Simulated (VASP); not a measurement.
Input of a VASP 6.6.1 run:

The input INCAR:

```
  ALGO = Normal
  EDIFF = 1E-7
  ENCUT = 520
  GGA = PE
  ISIF = 2
  ISMEAR = -1
  LASPH = True
  LCHARG = False
  LREAL = False
  LWAVE = False
  NBANDS = 15
  NELM = 100
  PREC = Accurate
  SIGMA = 0.15
```

KPOINTS

```
k-points
0
Gamma
  14 14 14
```

Contents of POSCAR:

```
InB
1.0
    1.8642319049     -2.7446590896      0.0000000000
    1.8642319049      2.7446590896      0.0000000000
    0.0000000000      0.0000000000      3.2917327445
In B
1 1
Direct
    0.0000000000      0.0000000000      0.0000000000
    0.5000000000      0.5000000000      0.5000000000
```

Potentials or basis: VASP PAW PBE potentials, release 64 (In_d, B).

Command:

```console
$ cat potpaw_PBE.64/In_d/POTCAR potpaw_PBE.64/B/POTCAR > POTCAR
$ mpirun -np 1 vasp_std > vasp.out
```

Task: Estimate the pressure.

Result: 0.0 GPa.

Task: Estimate the band gap on the k mesh.

Result: Zero (band 8 reaches 9.75 eV, above the bottom of band 9 at 4.59 eV).

Caveat: spin-orbit coupling is left out, which moves the levels of the heavy elements.
